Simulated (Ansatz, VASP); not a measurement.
# Zr2PbO: VASP beside Ansatz

```
Zr Pb O
1.0
     3.48917    0.00000    0.00000
    -1.74459    3.02171    0.00000
     0.00000    0.00000    7.11478
Zr Pb O
2 1 1
Direct
  0.33333 0.66667 0.15688
  0.66667 0.33333 0.84312
  0.00000 0.00000 0.50000
  0.00000 0.00000 0.00000
```

Alike in both runs: task single point; functional PBE; k mesh 6 × 6 × 4; occupations gaussian, width 0.1 eV; collinear spin.

|  | VASP | Ansatz |
| --- | --- | --- |
| version | VASP 6.6.1 | Ansatz 0.2.0 |
| potentials or method | VASP PAW PBE potentials, release 64 (Zr_sv, Pb_d, O), cutoff 520 eV | scalar-relativistic, plane waves, PAW |
| valence electrons in the cell | 44 | 44 |

```tsv
	VASP	Ansatz	Ansatz less VASP
gap on the k mesh at the Fermi level (eV)	none	none	-
pressure (GPa)	0.1	0.0	-0.10
traceless stress, the component that is largest in VASP (GPa)	0.18	0.20	+0.022
rms of the force components (eV/Å)	0.022	0.012	-0.0102
net moment per atom (μB)	0.00	0.00	0.000
```

Atom by atom the forces differ by 0.010 eV/Å (rms over components). A gap of «none» marks a metal or a gap that the smearing closes. Ansatz's warnings: seeded moment not kept.

Neither program's run includes spin-orbit coupling.
